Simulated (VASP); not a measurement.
A run of VASP 6.6.1:

Contents of INCAR:

```
SYSTEM = Ba3Bi2Sb4
PREC = Accurate
ENCUT = 520
EDIFF = 1E-6
ISMEAR = 0
SIGMA = 0.1
LREAL = .FALSE.
LASPH = .TRUE.
NELM = 80
ALGO = Normal
ISIF = 2
LWAVE = .FALSE.
LCHARG = .FALSE.
GGA = PE
NBANDS = 50
```

The input KPOINTS:

```
regular mesh
0
G
  2 2 2
  0 0 0
```

Contents of POSCAR:

```
Ba3Bi2Sb4
1.0
   -2.4201097500      3.8740100000      4.9887738800
    9.6804380000      0.0000000000      0.0000004900
    2.4201097500      3.8740100000     -4.9887738800
Bi Ba Sb
2 3 4
Direct
   -0.0359805700     -0.0345038447      0.0380752987
    0.0099117162      0.4908351142     -0.0078324753
    0.7172960654      0.1300328350      0.2847922101
    0.4208317241      0.4411313378      0.5812601651
    0.2728046092      0.8927980400      0.7292743736
    0.7961572465      0.2440519925      0.7371854656
    0.2649085984      0.2440609305      0.2059304031
    0.6887366343      0.7777890940      0.6998274118
    0.3022629396      0.7777868908      0.3133493072
```

Potentials or basis: VASP PAW PBE potentials, release 64 (Bi_d, Ba_sv, Sb).

Command:

```sh
$ cat potpaw_PBE.64/Bi_d/POTCAR potpaw_PBE.64/Ba_sv/POTCAR potpaw_PBE.64/Sb/POTCAR > POTCAR
$ mpirun -np 1 vasp_std > vasp.out
```

Hardware: 1 thread of AMD EPYC 9R45 96-Core Processor (Zen 5), with other jobs on the host.

Task: How long does it take, and how much memory?

Result: Run time: 110 s on 1 thread of AMD EPYC 9R45 96-Core Processor (Zen 5), on a shared host, peak memory 0.44 GiB. Counts: scf iterations 16, k points 8.
